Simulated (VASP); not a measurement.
A run of VASP 6.6.1 is set up as follows.

File INCAR:

```
SYSTEM = InGa2N3
ALGO = Normal
EDIFF = 1E-6
ENCUT = 600
GGA = PE
GGA_COMPAT = .False.
ISIF = 2
ISMEAR = 0
LASPH = .True.
LCHARG = .False.
LREAL = .False.
LWAVE = .False.
NBANDS = 66
NELM = 120
PREC = Accurate
SIGMA = 0.02
```

File KPOINTS:

```
k-points
0
Gamma
  6 6 6
  0 0 0
```

File POSCAR:

```
InGa2N3
1.0
    4.9102734329     -2.8323956326      0.0000000000
    4.9102734329      2.8323956326      0.0000000000
    0.0000000000      0.0000000000      5.4628367211
In Ga N
2 4 6
Direct
    0.3253743399      0.6746256601      0.9897954405
    0.6746256601      0.3253743399      0.4897954405
    0.0070223916      0.3338071181      0.9925887730
    0.6661928819      0.9929776084      0.9925887730
    0.9929776084      0.6661928819      0.4925887730
    0.3338071181      0.0070223916      0.4925887730
    0.0264035205      0.3337100344      0.3590241571
    0.6662899656      0.9735964795      0.3590241571
    0.9735964795      0.6662899656      0.8590241571
    0.3337100344      0.0264035205      0.8590241571
    0.3077705035      0.6922294965      0.3949796994
    0.6922294965      0.3077705035      0.8949796994
```

Potentials or basis: VASP PAW PBE potentials, release 64 (In_d, Ga_d, N).

Launch:

```sh
$ cat potpaw_PBE.64/In_d/POTCAR potpaw_PBE.64/Ga_d/POTCAR potpaw_PBE.64/N/POTCAR > POTCAR
$ mpirun -np 1 vasp_std > vasp.out
```

Problem. Predict the pressure.

Solution. 5.0 GPa.

Problem. Estimate the band gap on the k mesh.

Solution. 0.95 eV.

Stress tensor (GPa, compression positive):
```
 8.46  0.00  0.00
 0.00  8.40  0.00
 0.00  0.00 -1.73
```

Caveat: the cell differs from its parent crystal (biaxial strain in the a-b plane: -2.0 %); the cell stands under pressure; spin-orbit coupling is left out, which moves the levels of the heavy elements.
